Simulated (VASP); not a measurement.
# W: single point with r2SCAN

The system is W.

```
W
1.0
    -1.51744    1.67717    1.59730
     1.51744   -1.67717    1.59730
     1.51744    1.67717   -1.59730
W
1
Direct
  0.00000 0.00000 0.00000
```

This cell differs from its parent crystal: strain -0.0500 x Voigt [1, -1, 0, 0, 0, 0].

```json
{
 "Program": "VASP 6.6.1",
 "Task": "single point",
 "Functional": "r2SCAN",
 "Potentials or basis": "VASP PAW PBE potentials, release 64 (W_sv)",
 "Cutoff": "520 eV",
 "k mesh": "20 × 20 × 20",
 "Occupations": "gaussian, width 0.15 eV",
 "Spin": "no spin polarisation"
}
```

```json
{"Pressure": "-4.4 GPa", "Band gap on the k mesh": "zero (bands 7 and 8 overlap by 6.12 eV)"}
```

Stress tensor (GPa, compression positive):
```
 12.07   0.00   0.00
  0.00 -19.37   0.00
  0.00   0.00  -5.99
```

Levels at points of the mesh, in eV from the Fermi level:
| k point | band 5 | band 6 | band 7 | band 8 | band 9 | band 10 |
| --- | --- | --- | --- | --- | --- | --- |
| (0.00, 0.00, 0.00) | -9.99 | -1.89 | -1.11 | -0.51 | 1.61 | 3.18 |
| (0.50, 0.00, 0.00) | -6.44 | -2.84 | 0.04 | 1.28 | 3.05 | 5.93 |
| (0.00, 0.50, 0.00) | -6.37 | -4.26 | 0.86 | 2.93 | 4.03 | 6.18 |
| (0.50, 0.50, 0.00) | -6.39 | -3.62 | 0.49 | 1.84 | 3.92 | 5.97 |
| (0.50, 0.50, 0.50) | -5.93 | -5.70 | 4.98 | 5.17 | 5.35 | 6.94 |

Run time: 8 min on 1 thread of Intel(R) Xeon(R) Platinum 8488C (Sapphire Rapids), with other jobs on the host, peak memory 0.34 GiB.

Caveat: the cell differs from its parent crystal (strain -0.0500 x Voigt [1, -1, 0, 0, 0, 0]); the stress differs along the axes, from -19 to 12 GPa; the PAW data sets were made with another functional, which shifts forces and pressure a little; spin-orbit coupling is left out, which moves the levels of the heavy elements.
